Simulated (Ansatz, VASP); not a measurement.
## Two plane-wave programs on Na

```
Na
1.0
     0.00000    3.98478    3.98478
     3.98478    0.00000    3.98478
     3.98478    3.98478    0.00000
Na
2
Direct
  0.12500 0.12500 0.12500
  0.87500 0.87500 0.87500
```

Alike in both runs: task single point; functional RPBE; k mesh 8 × 8 × 8; occupations fermi-dirac, width 0.1 eV; no spin polarisation.

```csv
,VASP,Ansatz
version,VASP 6.6.1,Ansatz 0.2.0
potentials or method,"VASP PAW PBE potentials, release 64 (Na_pv), cutoff 500 eV","plane waves (420 eV) with PAW, scalar-relativistic"
valence electrons in the cell,14,18
```

```tsv
	VASP	Ansatz	Ansatz less VASP
pressure (GPa)	-0.2	-0.2	+0.02
```

VASP's potentials were made for PBE, not for RPBE. The functional is the same, so the differences come from potentials, cutoffs and numerics. VASP's potentials hold 14 valence electrons a cell and Ansatz's 18, so a difference there can come from the potentials and not from the codes.
